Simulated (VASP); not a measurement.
Write the native input for VASP 6.6.1 that does the following.

```yaml
Task: single point
Functional: PBE
Potentials_or_basis: VASP PAW PBE potentials, release 64 (Ge_d)
Cutoff: 520 eV
k_mesh: 16 × 16 × 9
Occupations: fermi-dirac, width 0.05 eV
Spin: no spin polarisation
Dipole_correction: no
Further_INCAR_settings: ALGO = Normal; EDIFF = 1e-07; NBANDS = 21
```

The structure of Ge lies in POSCAR:

```
Ge
1.0
    2.7932585028      0.0000000000      0.0000000000
   -1.3966292514      2.4190328227      0.0000000000
    0.0000000000      0.0000000000      4.5714539838
Ge
2
Direct
    0.3333333333      0.6666666667      0.2500000000
    0.6666666667      0.3333333333      0.7500000000
```

This isn't the form of Ge at room conditions, which is diamond.

One way to write it, as run:

INCAR

```
ALGO = Normal
EDIFF = 1E-7
ENCUT = 520
GGA = PE
ISIF = 2
ISMEAR = -1
LASPH = T
LCHARG = F
LREAL = F
LWAVE = F
NBANDS = 21
NELM = 60
PREC = Accurate
SIGMA = 0.05
```

KPOINTS

```
k-points
0
Gamma
  16 16 9
```

Potentials or basis: VASP PAW PBE potentials, release 64 (Ge_d).

Launch:

```sh
$ cat potpaw_PBE.64/Ge_d/POTCAR > POTCAR
$ mpirun -np 1 vasp_std > vasp.out
```

Results of the run:

- Pressure: 24.1 GPa
- Band gap on the k mesh: zero (bands 14 and 15 overlap by 11.58 eV)

Caveat: the cell stands under pressure.

It took 59 s on 1 thread of AMD EPYC 7R13 Processor (Zen 3), with other jobs on the host, peak memory 0.18 GiB.
